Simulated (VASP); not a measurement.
Crystal: SnSe.

```
CELL_PARAMETERS angstrom
0.00000 3.01000 3.01000
3.01000 0.00000 3.01000
3.01000 3.01000 0.00000
ATOMIC_POSITIONS crystal
Sn 0.00000 0.00000 0.00000
Se 0.50000 0.50000 0.50000
```

- Program: VASP 6.6.1
- Task: relaxation of cell and atoms
- Functional: PBE
- Dispersion: D3(BJ)
- Potentials or basis: VASP PAW PBE potentials, release 64 (Sn_d, Se)
- Cutoff: 600 eV
- k mesh: 8 × 8 × 8
- Occupations: fermi-dirac, width 0.05 eV
- Spin: no spin polarisation

At the start: pressure -1.2 GPa; volume 27.27 Å³/atom.

Problem. How do energy, volume and symmetry change on relaxing?

Solution. Over 3 steps the energy falls by 2.4 meV/atom and the volume is 26.65 Å³/atom (-2.3 %); space group Fm-3m (No. 225, to 0.1 Å) before and after.

The path:
| step | energy change (eV) | largest force (eV/Å) | pressure (GPa) | volume (Å³) |
| --- | --- | --- | --- | --- |
| 1 | 0.0000 | 0.0000 | -1.20 | 54.54 |
| 2 | -0.0043 | 0.0000 | 0.37 | 52.94 |
| 3 | -0.0047 | 0.0000 | 0.00 | 53.30 |

Final structure:
```yaml
crystal:
  lattice:
    - [0.00000, 2.98694, 2.98694]
    - [2.98694, 0.00000, 2.98694]
    - [2.98694, 2.98694, 0.00000]
  atoms:
    - { symbol: Sn, position: [0.00000, 0.00000, 0.00000] }
    - { symbol: Se, position: [0.50000, 0.50000, 0.50000] }
```
